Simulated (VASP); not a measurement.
Wanted: the native input for a VASP 6.6.1 run.

- Task: single point
- Functional: PBE
- Potentials or basis: VASP PAW PBE potentials, release 64 (Hf_pv, O)
- Cutoff: 520 eV
- k mesh: 3 × 3 × 3
- Occupations: gaussian, width 0.2 eV
- Spin: no spin polarisation
- Dipole correction: no
- Further INCAR settings: ALGO = Normal; EDIFF = 1e-06; NBANDS = 49

The structure of Hf2O3 lies in POSCAR:

```
Hf2O3
1.0
    5.0475992517      0.0000000000      0.0000000000
    0.0000000000      5.0475992517      0.0000000000
    0.0000000000      0.0000000000      5.0475992517
Hf O
4 6
Direct
    0.2500000000      0.2500000000      0.7500000000
    0.2500000000      0.7500000000      0.2500000000
    0.7500000000      0.2500000000      0.2500000000
    0.7500000000      0.7500000000      0.7500000000
    0.5000000000      0.0000000000      0.0000000000
    0.5000000000      0.5000000000      0.0000000000
    0.0000000000      0.5000000000      0.5000000000
    0.0000000000      0.5000000000      0.0000000000
    0.0000000000      0.0000000000      0.5000000000
    0.5000000000      0.0000000000      0.5000000000
```

The input as run:

INCAR

```
  ALGO = Normal
  EDIFF = 1E-6
  ENCUT = 520
  GGA = PE
  ISIF = 2
  ISMEAR = 0
  LASPH = T
  LCHARG = F
  LREAL = F
  LWAVE = F
  NBANDS = 49
  NELM = 80
  PREC = Accurate
  SIGMA = 0.2
```

KPOINTS

```
k-points
0
Gamma
  3 3 3
```

Potentials or basis: VASP PAW PBE potentials, release 64 (Hf_pv, O).

Launch:

```sh
$ cat potpaw_PBE.64/Hf_pv/POTCAR potpaw_PBE.64/O/POTCAR > POTCAR
$ mpirun -np 1 vasp_std > vasp.out
```

It gave:

| Property | Result |
| --- | --- |
| Pressure | -3.2 GPa |
| Band gap on the k mesh | zero (filled and empty bands touch) |

Caveat: the k points lie up to 0.41 Å⁻¹ apart; spin-orbit coupling is left out, which moves the levels of the heavy elements.

It took 34 s on 1 thread of AMD EPYC 7R13 Processor (Zen 3), with other jobs on the host, peak memory 0.21 GiB.
